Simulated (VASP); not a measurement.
# Cr (P6/mmm) in VASP: relaxation of cell and atoms with PBE

Aim: the relaxation of cell and atoms of Cr with PBE.

Program: VASP 6.6.1. These are calculated values, not measurements. Logs are shortened: lines on timing, memory, paths and dates and some standing lists are left out, and cuts for length are marked.

### 1 The cell of the first run

The structure is hexagonal, space group P6/mmm (No. 191). The conventional cell has a = 2.243 Å, b = 2.243 Å, c = 2.109 Å, α = 90.00°, β = 90.00°, γ = 120.00°. Cr (site symmetry 6/mmm) has 8 Cr at 2.11 to 2.24 Å within 2.8 Å.

This isn't the form of Cr at room conditions, which is bcc.

### 2 Relaxation of cell and atoms, PBE, collinear spin, ferromagnetic start, target pressure 110 GPa, at which the enthalpy is minimised

The input, INCAR:

```
SYSTEM = Cr
ALGO     = Normal         ! electronic algorithm
EDIFF    = 1E-6           ! SCF threshold, eV
EDIFFG   = -0.005         ! ionic threshold
ENCUT    = 600            ! plane-wave cutoff, eV
GGA      = PE             ! functional
IBRION   = 2              ! ionic algorithm
ISIF     = 3              ! what is computed and relaxed
ISMEAR   = -1             ! smearing method
ISPIN    = 2              ! spin polarisation
LASPH    = .TRUE.         ! aspherical terms in the spheres
LCHARG   = .FALSE.        ! write CHGCAR
LMAXMIX  = 4              ! l up to which the mixer works
LORBIT   = 11             ! projections on sites
LREAL    = .FALSE.        ! projectors in reciprocal space
LWAVE    = .FALSE.        ! write WAVECAR
MAGMOM   = 2              ! initial moments
NELM     = 150            ! most SCF steps
NSW      = 60             ! ionic steps
PREC     = Accurate       ! precision mode
PSTRESS  = 1100.0       
SIGMA    = 0.1            ! smearing width, eV
```

The input, KPOINTS:

```
k-points
0
G
  19 19 18
  0 0 0
```

The input, POSCAR:

```
Cr
1.0
    2.2434897969      0.0000000000      0.0000000000
   -1.1217448985      1.9429191573      0.0000000000
    0.0000000000      0.0000000000      2.1088804091
Cr
1
Direct
    0.0000000000      0.0000000000      0.0000000000
```

Potentials or basis: VASP PAW PBE potentials, release 64 (Cr_pv).

On the command line:

```sh
$ cat potpaw_PBE.64/Cr_pv/POTCAR > POTCAR
$ mpirun -np 1 vasp_std > vasp.out
```

OUTCAR:

```text
SYSTEM = Cr
   EDIFF = 1E-6
   EDIFFG = -0.005
   ENCUT = 600
   GGA = PE
   IBRION = 2
   ISIF = 3
   ISMEAR = -1
   ISPIN = 2
   LASPH = .TRUE.
   LORBIT = 11
   LREAL = .FALSE.
   NELM = 150
   NSW = 60
   PREC = Accurate
   PSTRESS = 1100.0

 ion  position               nearest neighbor table
   1  0.000  0.000  0.000-

  LATTYP: Found a hexagonal cell.
 ALAT       =     2.2434897969
 C/A-ratio  =     0.9400000000

  Lattice vectors:

 A1 = (   2.2434897969,   0.0000000000,   0.0000000000)
 A2 = (  -1.1217448985,   1.9429191573,   0.0000000000)
 A3 = (   0.0000000000,   0.0000000000,   2.1088804091)

Analysis of symmetry for initial positions (statically):
=====================================================================
 Subroutine PRICEL returns:
 Original cell was already a primitive cell.

 Routine SETGRP: Setting up the symmetry group for a
 hexagonal supercell.

 Subroutine GETGRP returns: Found 24 space group operations
 (whereof 24 operations were pure point group operations)
 out of a pool of 24 trial point group operations.

The static configuration has the point symmetry D_6h.

Analysis of symmetry for dynamics (positions and initial velocities):
=====================================================================
 Subroutine PRICEL returns:
 Original cell was already a primitive cell.

 Routine SETGRP: Setting up the symmetry group for a
 hexagonal supercell.

 Subroutine GETGRP returns: Found 24 space group operations
 (whereof 24 operations were pure point group operations)
 out of a pool of 24 trial point group operations.

The dynamic configuration has the point symmetry D_6h.

Analysis of structural, dynamic, and magnetic symmetry:
=====================================================================
 Subroutine PRICEL returns:
 Original cell was already a primitive cell.

 Routine SETGRP: Setting up the symmetry group for a
 hexagonal supercell.

 Subroutine GETGRP returns: Found 24 space group operations
 (whereof 24 operations were pure point group operations)
 out of a pool of 24 trial point group operations.

The overall configuration has the point symmetry D_6h.

 Subroutine INISYM returns: Found 24 space group operations
 (whereof 24 operations are pure point group operations),
 and found     1 'primitive' translations

----------------------------------------------------------------------------------------

                                     Primitive cell

  volume of cell :       9.1924

  direct lattice vectors                    reciprocal lattice vectors
     2.243489797  0.000000000  0.000000000     0.445734142  0.257344727  0.000000000
    -1.121744899  1.942919157  0.000000000     0.000000000  0.514689454  0.000000000
     0.000000000  0.000000000  2.108880409     0.000000000  0.000000000  0.474185258

[... 112 lines left out ...]
 conjugate gradient relaxation of ions
 spin polarized calculation
  energy-cutoff  :      600.00
  volume of cell :        9.19
 maximum number of plane-waves:       332
 NGX is ok and might be reduce to    18
   NGX =  9   NGY =  9   NGZ =  9

--------------------------------------- Ionic step        1  -------------------------------------------

 number of electron      12.0000003 magnetization      -0.0010704

 number of electron      12.0000003 magnetization       0.0000149

 Free energy of the ion-electron system (eV)
  ---------------------------------------------------
  ext. energy  EPLUGINS =         0.00000000
  ---------------------------------------------------
  free energy    TOTEN  =        -7.91584957 eV

  energy without entropy =       -7.88839715  energy(sigma->0) =       -7.90212336

------------------------ aborting loop because EDIFF is reached ----------------------------------------

  FORCE on cell =-STRESS in cart. coord.  units (eV):
  Direction    XX          YY          ZZ          XY          YZ          ZX
  --------------------------------------------------------------------------------------
  -------------------------------------------------------------------------------------
  Total        7.1546777      7.1546777      4.9817249     -0.0000000     -0.0000000      0.0000000
  in kB     1247.0098182   1247.0098183    868.2794957     -0.0000000     -0.0000000      0.0000000
  external PRESSURE =      20.7663774 kB  Pullay stress =    1100.0000000 kB
[... 98 lines left out ...]
  energy  without entropy=       -7.9638047292  energy(sigma->0) =       -7.98014890

  enthalpy is  TOTEN    =        -1.6393480892 eV   P V=        6.3571449743

[... ionic steps 4 to 7 ...]

--------------------------------------- Ionic step        8  -------------------------------------------

 number of electron      12.0000006 magnetization       0.0000005

 number of electron      12.0000006 magnetization      -0.0000005
[... 75 lines left out ...]
 number of electron      12.0000006 magnetization      -0.0000016

 number of electron      12.0000006 magnetization       0.0000023

 Free energy of the ion-electron system (eV)
  ---------------------------------------------------
  ext. energy  EPLUGINS =         0.00000000
  ---------------------------------------------------
  free energy    TOTEN  =        -7.96962499 eV

  energy without entropy =       -7.93702103  energy(sigma->0) =       -7.95332301

 E-fermi :  14.4844     XC(G=0): -14.9367

 val. band max:       14.4803120813   @ k =   0.1053   0.0000   0.2778
 cond. band min:      14.4935947763   @ k =   0.2105  -0.0000   0.4444
 fundamental gap:      0.0132826950
 Fermi energy:        14.4843874954

 spin component 1

 k-point     1 :       0.0000    0.0000    0.0000
  band No.  band energies     occupation
      1     -27.6273      1.00000
      2     -27.6273      1.00000
      3     -27.1503      1.00000
      4       6.1252      1.00000
      5       9.8623      1.00000
      6      13.5091      0.99994
      7      13.5091      0.99994
      8      18.4286      0.00000
      9      18.4286      0.00000
     10      22.3630      0.00000
     11      34.9913      0.00000
[... 310 lines left out ...]
  band No.  band energies     occupation
      1     -29.2151      1.00000
      2     -28.1003      1.00000
      3     -26.9794      1.00000
      4       9.5651      1.00000
      5      10.9247      1.00000
      6      13.1379      1.00000
      7      16.4285      0.00000
      8      17.8716      0.00000
      9      18.0431      0.00000
     10      22.3619      0.00000
     11      28.5602      0.00000

 [... further k-points ...]

 spin component 2

 k-point     1 :       0.0000    0.0000    0.0000
  band No.  band energies     occupation
      1     -27.6273      1.00000
      2     -27.6273      1.00000
      3     -27.1503      1.00000
      4       6.1252      1.00000
      5       9.8623      1.00000
      6      13.5091      0.99994
      7      13.5091      0.99994
      8      18.4286      0.00000
      9      18.4286      0.00000
     10      22.3630      0.00000
     11      34.9913      0.00000
[... 354 lines left out ...]
  energy  without entropy=       -7.9370210342  energy(sigma->0) =       -7.95332301

  enthalpy is  TOTEN    =        -1.6396608898 eV   P V=        6.3299641002

 reached required accuracy - stopping structural energy minimisation

 total charge

# of ion       s       p       d       tot
------------------------------------------
    1        0.519   6.492   4.786  11.798

 magnetization (x)

# of ion       s       p       d       tot
------------------------------------------
    1       -0.000   0.000  -0.000  -0.000
```

OSZICAR:

```text
N       E                     dE             d eps       ncg     rms          rms(c)
DAV:   1     0.840687917382E+02    0.84069E+02   -0.78325E+03 17720   0.152E+03
DAV:   2    -0.690504903999E+01   -0.90974E+02   -0.87358E+02 17750   0.330E+02
DAV:   3    -0.807591975984E+01   -0.11709E+01   -0.11589E+01 18518   0.453E+01
[... 72 lines left out ...]
   9 F= -.16396608E+01 E0= -.16233542E+01  d E =-.199237E-05  mag=     0.0000
       N       E                     dE             d eps       ncg     rms          rms(c)
DAV:   1    -0.796962635320E+01    0.79361E-04   -0.32150E-05 17714   0.648E-02    0.889E-03
DAV:   2    -0.796962515484E+01    0.11984E-05   -0.13935E-06  9055   0.144E-02    0.320E-03
DAV:   3    -0.796962498999E+01    0.16485E-06   -0.39701E-07  8836   0.597E-03
  10 F= -.16396609E+01 E0= -.16233589E+01  d E =-.212503E-05  mag=    -0.0000
```

CONTCAR:

```text
Cr
   1.00000000000000
     2.2830803709046319   -0.0000000000247129    0.0000000000000000
    -1.1415401855246003    1.9772056001974403   -0.0000000000000000
    -0.0000000000000000   -0.0000000000000000    2.0424249737778020
  Cr
     1
Direct
     0.0000000000000000    0.0000000000000000    0.0000000000000000

  0.00000000E+00  0.00000000E+00  0.00000000E+00
```

Run time: 2.6 min. Hardware: 1 thread of Intel Xeon 6975P-C (Granite Rapids), shared host; peak memory 0.21 GiB.

What came out:

```
Free energy                                                : -7.9696 eV
Relaxed volume                                             : 9.22 Å³/atom
Relaxed cell                                               : a = 2.283 Å, b = 2.283 Å, c = 2.042 Å, α = 90.00°, β = 90.00°, γ = 120.00°
Space group after relaxing (to 0.1 Å)                      : P6/mmm (No. 191)
Energy change on relaxing (the run minimises the enthalpy) : -53.8 meV/atom
Ionic steps                                                : 10
Pressure after relaxing                                    : 110.0 GPa
Band gap on the k mesh                                     : zero (filled and empty bands overlap)
Net moment                                                 : 0.00 μB per cell
Valence electrons inside the program's atomic spheres      : Cr 11.80
```

Step by step:
```csv
step,energy change (eV),largest force (eV/Å),pressure (GPa),volume (Å³)
1,0.0000,0.0000,112.08,9.19
2,-0.0764,0.0000,107.12,9.32
3,-0.0806,0.0000,107.45,9.26
4,-0.0798,0.0000,107.51,9.26
5,0.0394,0.0000,119.04,9.09
6,-0.0540,0.0000,110.00,9.22
7,-0.0535,0.0000,110.08,9.22
8,-0.0541,0.0000,110.03,9.22
9,-0.0539,0.0000,110.05,9.22
10,-0.0538,0.0000,110.04,9.22
```

Final structure:
```cif
data_structure
_symmetry_space_group_name_H-M 'P 1'
_symmetry_Int_Tables_number 1
_cell_length_a 2.2831
_cell_length_b 2.2831
_cell_length_c 2.0424
_cell_angle_alpha 90.000
_cell_angle_beta 90.000
_cell_angle_gamma 120.000
_cell_volume 9.22
loop_
_atom_site_label
_atom_site_type_symbol
_atom_site_fract_x
_atom_site_fract_y
_atom_site_fract_z
_atom_site_occupancy
Cr1 Cr 0.00000 0.00000 0.00000 1
```

Caveat: the cell is relaxed towards a set pressure, so the run minimises the enthalpy, not the energy; the moments typed at the start vanished in this run.
